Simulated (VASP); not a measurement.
Set up this calculation in VASP 6.6.1, as the native input.

* Task: single point
* Functional: PBE
* Potentials or basis: VASP PAW PBE potentials, release 64 (Au)
* Cutoff: 500 eV
* k mesh: 18 × 18 × 18
* Occupations: gaussian, width 0.1 eV
* Spin: no spin polarisation
* Dipole correction: no
* Further INCAR settings: ALGO = Normal; EDIFF = 1e-06; NBANDS = 12

The structure of Au lies in POSCAR:

```
Au
1.0
    0.0000000000      2.1399082618      2.1399082618
    2.1399082618      0.0000000000      2.1399082618
    2.1399082618      2.1399082618      0.0000000000
Au
1
Direct
    0.0000000000      0.0000000000      0.0000000000
```

The input as run:

INCAR

```
PREC     = Accurate       # precision mode
ENCUT    = 500            # plane-wave cutoff, eV
EDIFF    = 1E-6           # SCF threshold, eV
ISMEAR   = 0              # smearing method
SIGMA    = 0.1            # smearing width, eV
LREAL    = False          # projectors in reciprocal space
LASPH    = True           # aspherical terms in the spheres
NELM     = 120            # most SCF steps
ALGO     = Normal         # electronic algorithm
ISIF     = 2              # what is computed and relaxed
LWAVE    = False          # write WAVECAR
LCHARG   = False          # write CHGCAR
GGA      = PE             # functional
NBANDS   = 12             # bands
GGA_COMPAT= False
```

KPOINTS

```
regular mesh
0
Gamma
  18 18 18
```

Potentials or basis: VASP PAW PBE potentials, release 64 (Au).

Command:

```console
$ cat potpaw_PBE.64/Au/POTCAR > POTCAR
$ mpirun -np 1 vasp_std > vasp.out
```

It gave:

```yaml
Pressure: -9.5 GPa
Band_gap_on_the_k_mesh: zero (an odd number of electrons rules out a gap without spin polarisation)
```

Caveat: the cell stands under tension; spin-orbit coupling is left out, which moves the levels of the heavy elements.

Run time: 14 s on 1 thread of Intel(R) Xeon(R) 6975P-C (Granite Rapids), on a shared host, peak memory 0.17 GiB.
